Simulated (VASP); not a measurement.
# P (Fm-3m) in VASP: further runs

Runs on P. Level: PBEsol. Tasks: single point.

All numbers are computed with VASP 6.6.1; they aren't measurements. Logs are shortened: lines on timing, memory, paths and dates and some standing lists are left out, and cuts for length are marked.

## (1) The cell of the first run

Symmetry: Fm-3m, No. 225, cubic system. The conventional cell has a = 3.071 Å, b = 3.071 Å, c = 3.071 Å, α = 90.00°, β = 90.00°, γ = 90.00°. Within 2.9 Å of P (site symmetry m-3m) lie 12 P at 2.17 Å.

## (2) Single point, PBEsol (volume scaled by 0.52)

INCAR reads:

```
PREC     = Accurate       # precision mode
ENCUT    = 520            # plane-wave cutoff, eV
EDIFF    = 1E-6           # SCF threshold, eV
ISMEAR   = -1             # smearing method
SIGMA    = 0.1            # smearing width, eV
LREAL    = F              # projectors in reciprocal space
LASPH    = T              # aspherical terms in the spheres
NELM     = 100            # most SCF steps
ALGO     = Normal         # electronic algorithm
ISIF     = 2              # what is computed and relaxed
LWAVE    = F              # write WAVECAR
LCHARG   = F              # write CHGCAR
GGA      = PS             # functional
NBANDS   = 8              # bands
```

KPOINTS reads:

```
regular mesh
0
Gamma
  17 17 17
```

POSCAR reads:

```
P
1.0
    0.0000000000      1.5356730438      1.5356730438
    1.5356730438      0.0000000000      1.5356730438
    1.5356730438      1.5356730438      0.0000000000
P
1
Direct
    0.0000000000      0.0000000000      0.0000000000
```

Potentials or basis: VASP PAW PBE potentials, release 64 (P).

The run is started by

```bash
cat potpaw_PBE.64/P/POTCAR > POTCAR
mpirun -np 1 vasp_std > vasp.out
```

OUTCAR:

```text
PREC = Accurate
   ENCUT = 520
   EDIFF = 1E-6
   ISMEAR = -1
   LREAL = F
   LASPH = T
   NELM = 100
   ISIF = 2
   GGA = PS

 ion  position               nearest neighbor table
   1  0.000  0.000  0.000-

  LATTYP: Found a face centered cubic cell.
 ALAT       =     3.0713460876

  Lattice vectors:

 A1 = (   0.0000000000,   1.5356730438,   1.5356730438)
 A2 = (   1.5356730438,   0.0000000000,   1.5356730438)
 A3 = (   1.5356730438,   1.5356730438,   0.0000000000)

Analysis of symmetry for initial positions (statically):
=====================================================================
 Subroutine PRICEL returns:
 Original cell was already a primitive cell.

 Routine SETGRP: Setting up the symmetry group for a
 face centered cubic supercell.

 Subroutine GETGRP returns: Found 48 space group operations
 (whereof 48 operations were pure point group operations)
 out of a pool of 48 trial point group operations.

The static configuration has the point symmetry O_h .

Analysis of symmetry for dynamics (positions and initial velocities):
=====================================================================
 Subroutine PRICEL returns:
 Original cell was already a primitive cell.

 Routine SETGRP: Setting up the symmetry group for a
 face centered cubic supercell.

 Subroutine GETGRP returns: Found 48 space group operations
 (whereof 48 operations were pure point group operations)
 out of a pool of 48 trial point group operations.

The dynamic configuration has the point symmetry O_h .

 Subroutine INISYM returns: Found 48 space group operations
 (whereof 48 operations are pure point group operations),
 and found     1 'primitive' translations

----------------------------------------------------------------------------------------

                                     Primitive cell

  volume of cell :       7.2431

  direct lattice vectors                    reciprocal lattice vectors
     0.000000000  1.535673044  1.535673044    -0.325590139  0.325590139  0.325590139
     1.535673044  0.000000000  1.535673044     0.325590139 -0.325590139  0.325590139
     1.535673044  1.535673044  0.000000000     0.325590139  0.325590139 -0.325590139

  length of vectors
     2.171769646  2.171769646  2.171769646     0.563938663  0.563938663  0.563938663

  position of ions in fractional coordinates (direct lattice)
     0.000000000  0.000000000  0.000000000

  ion indices of the primitive-cell ions
   primitive index   ion index
                 1           1

----------------------------------------------------------------------------------------

 KPOINTS: regular mesh

Automatic generation of k-mesh.
 Grid dimensions read from file:
 generate k-points for:   17   17   17

 Generating k-lattice:

  Cartesian coordinates                     Fractional coordinates (reciprocal lattice)
    -0.019152361  0.019152361  0.019152361     0.058823529  0.000000000  0.000000000
     0.019152361 -0.019152361  0.019152361     0.000000000  0.058823529  0.000000000
     0.019152361  0.019152361 -0.019152361     0.000000000  0.000000000  0.058823529

  Length of vectors
     0.033172863  0.033172863  0.033172863

  Shift w.r.t. Gamma in fractional coordinates (k-lattice)
     0.000000000  0.000000000  0.000000000

 Subroutine IBZKPT returns following result:
 ===========================================

 Found    165 irreducible k-points:

 Following reciprocal coordinates:
            Coordinates               Weight
  0.000000  0.000000  0.000000      1.000000
  0.058824  0.000000  0.000000      8.000000
  0.117647  0.000000  0.000000      8.000000
  0.176471  0.000000  0.000000      8.000000
  0.235294  0.000000  0.000000      8.000000
  0.294118  0.000000  0.000000      8.000000
[... 16 lines left out ...]
 -0.176471  0.058824  0.000000     24.000000
 -0.117647  0.058824  0.000000     24.000000
 [... further k-points ...]
   k-points           NKPTS =    165   k-points in BZ     NKDIM =    165   number of bands    NBANDS=      8
   number of dos      NEDOS =    301   number of ions     NIONS =      1
   total plane-waves  NPLWV =   4096
   dimension x,y,z NGX =    16 NGY =   16 NGZ =   16
   dimension x,y,z NGXF=    32 NGYF=   32 NGZF=   32
   ions per type =               1
   NGX,Y,Z   is equivalent  to a cutoff of  12.25, 12.25, 12.25 a.u.
   NGXF,Y,Z  is equivalent  to a cutoff of  24.50, 24.50, 24.50 a.u.
 SYSTEM =  unknown system
   PREC   = accura    normal or accurate (medium, high low for compatibility)
   ISTART =      0    job   : 0-new  1-cont  2-samecut
   ICHARG =      2    charge: 1-file 2-atom 10-const
   ISPIN  =      1    spin polarized calculation?
   LNONCOLLINEAR =      F non collinear calculations
   LSORBIT =      F    spin-orbit coupling
   LASPH  =      T    aspherical Exc in radial PAW
   ENCUT  =  520.0 eV  38.22 Ry    6.18 a.u.   4.04  4.04  4.04*2*pi/ulx,y,z
   NELM   =    100;   NELMIN=  2; NELMDL= -5     # of ELM steps
   EDIFF  = 0.1E-05   stopping-criterion for ELM
   LREAL  =      F    real-space projection
   EDIFFG = 0.1E-04   stopping-criterion for IOM
   NSW    =      0    number of steps for IOM
   IBRION =     -1    ionic relax: 0-MD 1-quasi-New 2-CG
   NFREE  =      0    steps in history (QN), initial steepest desc. (CG)
   ISIF   =      2    stress and relaxation
   ISYM   =      2    0-nonsym 1-usesym 2-fastsym
   POTIM  = 0.5000    time-step for ionic-motion
   TEBEG  =    0.0;   TEEND  =   0.0 temperature during run
   PSTRESS=    0.0 pullay stress
   NELECT =       5.0000    total number of electrons
   NUPDOWN=      -1.0000    fix difference up-down
   EMIN   =  10.00;   EMAX   =-10.00  energy-range for DOS
   EFERMI =   0.00;   METHOD = LEGACY
   ISMEAR =    -1;   SIGMA  =   0.10  broadening in eV -4-tet -1-fermi 0-gaus
   EFERMI_NEDOS =   21; number of points for ismear=-14 and -15
   IALGO  =     38    algorithm
   IMIX   =      4    mixing-type and parameters
     AMIX     =   0.40;   BMIX     =  1.00
     AMIX_MAG =   1.60;   BMIX_MAG =  1.00
  volume/ion in A,a.u.               =       7.24        48.88
  Fermi-wavevector in a.u.,A,eV,Ry     =   1.446847  2.734145 28.481994  2.093368
  Thomas-Fermi vector in A             =   2.564869
   LORBIT       =      0    0 simple, 1 ext, 2 COOP (PROOUT), +10 PAW based schemes
   GGA     = PS    functional components
   LHFCALC =     F    Hartree Fock is set to
   AEXX    =    0.0000 exact exchange contribution
   IVDW    =     0    specifies the selected vdW correction
   LEPSILON=     F    determine dielectric tensor
   LRPA    =     F    only Hartree local field effects (RPA)
 non-spin polarized calculation
  energy-cutoff  :      520.00
  volume of cell :        7.24
 maximum number of plane-waves:       202
   NGX =  9   NGY =  9   NGZ =  9

 number of electron       4.9999999 magnetization

 Free energy of the ion-electron system (eV)
  ---------------------------------------------------
  ext. energy  EPLUGINS =         0.00000000
  ---------------------------------------------------
  free energy    TOTEN  =        -2.10237989 eV

  energy without entropy =       -2.09730994  energy(sigma->0) =       -2.09984492

 E-fermi :  22.9623     XC(G=0): -14.7510

 val. band max:       22.9428409065   @ k =  -0.4118   0.2353   0.0588
 cond. band min:      22.9964736597   @ k =   0.2941   0.1765   0.0000
 fundamental gap:      0.0536327532
 Fermi energy:        22.9623212581

 k-point     1 :       0.0000    0.0000    0.0000
  band No.  band energies     occupation
      1      -2.9876      2.00000
      2      36.0167      0.00000
      3      36.0167      0.00000
      4      36.0167      0.00000
      5      38.8246      0.00000
      6      38.8246      0.00000
      7      38.8246      0.00000
      8      44.2031      0.00000

 k-point     2 :       0.0588    0.0000    0.0000
  band No.  band energies     occupation
      1      -2.8309      2.00000
      2      33.4688      0.00000
      3      35.5157      0.00000
      4      35.5157      0.00000
      5      39.5623      0.00000
      6      39.5623      0.00000
      7      39.9776      0.00000
      8      45.6174      0.00000

 k-point     3 :       0.1176    0.0000    0.0000
  band No.  band energies     occupation
      1      -2.3617      2.00000
      2      29.6411      0.00000
      3      34.6763      0.00000
      4      34.6763      0.00000
      5      40.4239      0.00000
      6      41.0176      0.00000
      7      41.0176      0.00000
      8      44.8589      0.00000

 k-point     4 :       0.1765    0.0000    0.0000
  band No.  band energies     occupation
      1      -1.5821      2.00000
      2      25.7747      0.00000
      3      33.9535      0.00000
      4      33.9535      0.00000
      5      40.3922      0.00000
      6      41.6137      0.00000
      7      41.6137      0.00000
      8      44.2862      0.00000

 k-point     5 :       0.2353    0.0000    0.0000
  band No.  band energies     occupation
      1      -0.4961      2.00000
      2      22.0482      1.99979
      3      33.4456      0.00000
      4      33.4456      0.00000
      5      40.1410      0.00000
      6      40.1410      0.00000
      7      40.3035      0.00000
      8      46.1665      0.00000
[... 177 lines left out ...]
 k-point    22 :      -0.2353    0.0588    0.0000
  band No.  band energies     occupation
      1       0.0702      2.00000
      2      20.9500      2.00000
      3      30.5220      0.00000
      4      35.4234      0.00000
      5      37.7537      0.00000
      6      40.4157      0.00000
      7      41.2388      0.00000
      8      45.0885      0.00000

 k-point    23 :      -0.1765    0.0588    0.0000
  band No.  band energies     occupation
      1      -1.1159      2.00000
      2      24.5872      0.00000
      3      30.9913      0.00000
      4      35.8067      0.00000
      5      39.4798      0.00000
      6      41.1645      0.00000
      7      42.2139      0.00000
      8      42.8856      0.00000

 k-point    24 :      -0.1176    0.0588    0.0000
  band No.  band energies     occupation
      1      -1.9975      2.00000
      2      28.3450      0.00000
      3      31.7382      0.00000
      4      36.3065      0.00000
      5      39.8469      0.00000
      6      41.1137      0.00000
      7      42.6426      0.00000
      8      42.8766      0.00000

 [... further k-points ...]
[... 5 lines left out ...]
  --------------------------------------------------------------------------------------
  -------------------------------------------------------------------------------------
  Total       10.8650999     10.8650999     10.8650999      0.0000000      0.0000000      0.0000000
  in kB     2403.3555651   2403.3555651   2403.3555651      0.0000000      0.0000000      0.0000000
  external PRESSURE =    2403.3555651 kB  Pullay stress =       0.0000000 kB

 VOLUME and BASIS-vectors are now :
 -----------------------------------------------------------------------------
  energy-cutoff  :      520.00
  volume of cell :        7.24
      direct lattice vectors                 reciprocal lattice vectors
     0.000000000  1.535673044  1.535673044    -0.325590139  0.325590139  0.325590139
     1.535673044  0.000000000  1.535673044     0.325590139 -0.325590139  0.325590139
     1.535673044  1.535673044  0.000000000     0.325590139  0.325590139 -0.325590139

 POSITION                                       TOTAL-FORCE (eV/Angst)
 -----------------------------------------------------------------------------------
      0.00000      0.00000      0.00000         0.000000      0.000000      0.000000
 -----------------------------------------------------------------------------------
    total drift:                               -0.000000      0.000000     -0.000000

  FREE ENERGIE OF THE ION-ELECTRON SYSTEM (eV)
  ---------------------------------------------------
  free  energy   TOTEN  =        -2.1023798889 eV

  energy  without entropy=       -2.0973099449  energy(sigma->0) =       -2.09984492
```

It took 9.7 s on 1 thread of AMD EPYC 7R13, shared host; peak memory 0.08 GiB.

Results:

- Free energy: -2.1024 eV
- Pressure: 240.3 GPa

Caveat: the PAW data sets were made with another functional, which shifts forces and pressure a little.

## (3) Single point, PBEsol (volume scaled by 0.6)

INCAR reads:

```
ALGO = Normal
EDIFF = 1E-7
ENCUT = 520
GGA = PS
ISIF = 2
ISMEAR = -1
LASPH = True
LCHARG = False
LREAL = False
LWAVE = False
NBANDS = 8
NELM = 100
PREC = Accurate
SIGMA = 0.1
```

KPOINTS reads:

```
k-points
0
Gamma
  17 17 17
```

POSCAR reads:

```
P
1.0
    0.0000000000      1.6107002642      1.6107002642
    1.6107002642      0.0000000000      1.6107002642
    1.6107002642      1.6107002642      0.0000000000
P
1
Direct
    0.0000000000      0.0000000000      0.0000000000
```

Potentials or basis: VASP PAW PBE potentials, release 64 (P).

The run is started by

```bash
cat potpaw_PBE.64/P/POTCAR > POTCAR
mpirun -np 1 vasp_std > vasp.out
```

It took 13 s on 1 thread of AMD EPYC 7R13, shared host; peak memory 0.09 GiB.

The run converged. Its results:

```yaml
Free_energy: -3.4004 eV
Pressure: 142.5 GPa
```

Levels at points of the mesh, in eV from the Fermi level:
| k point | band 1 | band 2 | band 3 | band 4 | band 5 |
| --- | --- | --- | --- | --- | --- |
| (0.00, 0.00, 0.00) | -23.57 | 12.71 | 12.71 | 12.71 | 13.52 |

Caveat: the PAW data sets were made with another functional, which shifts forces and pressure a little.
